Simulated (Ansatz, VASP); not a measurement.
# SnSe in VASP and in Ansatz

File INCAR:

```
ALGO = Normal
DIPOL = 0.5 0.5 0.500
EDIFF = 1E-6
ENCUT = 520
GGA = PE
IDIPOL = 3
ISIF = 2
ISMEAR = 0
LASPH = T
LCHARG = F
LDIPOL = T
LREAL = F
LWAVE = F
NBANDS = 17
NELM = 60
PREC = Accurate
SIGMA = 0.1
```

Contents of KPOINTS:

```
k-points
0
Gamma
  4 4 1
```

Contents of POSCAR:

```
SnSe
1.0
    4.7578610000      0.0000000000      0.0000000000
    0.0000000000      4.7578610000      0.0000000000
    0.0000000000      0.0000000000     14.0000000000
Sn Se
1 1
Direct
    0.5000000000      0.5000000000      0.5000000000
    0.0000000000      0.0000000000      0.5000000000
```

Input for Ansatz:

```yaml
crystal:
  lattice:
    - [4.757861, 0.0, 0.0]
    - [0.0, 4.757861, 0.0]
    - [0.0, 0.0, 14.0]
  atoms:
    - { symbol: Sn, position: [0.5, 0.5, 0.5] }
    - { symbol: Se, position: [0.0, 0.0, 0.5] }
  periodic: [true, true, false]
basis:
  ecutwfc: 420
kpoints:
  mp_grid: { grid: [4, 4, 1] }
hamiltonian:
  xc: pbe
scf:
  occupations: { method: gaussian, width: 0.1 }
  lower_state_search: "off"
output:
  forces: true
  stress: true
  eigenvalues: true
```

Alike in both runs: task single point; functional PBE; k mesh 4 × 4 × 1; occupations gaussian, width 0.1 eV; no spin polarisation.

|  | VASP | Ansatz |
| --- | --- | --- |
| version | VASP 6.6.1 | Ansatz 0.2.0 |
| potentials or method | VASP PAW PBE potentials, release 64 (Sn_d, Se), cutoff 520 eV | scalar-relativistic, plane waves, PAW |
| valence electrons in the cell | 20 | 30 |

|  | VASP | Ansatz | Ansatz less VASP |
| --- | --- | --- | --- |
| gap on the k mesh at the Fermi level (eV) | 0.61 | 0.61 | +0.002 |
| least direct gap on the mesh (eV) | 0.61 | 0.61 | +0.002 |

VASP's potentials hold 20 valence electrons a cell and Ansatz's 30, so a difference there can come from the potentials and not from the codes. Ansatz's warnings: slab cell height set.
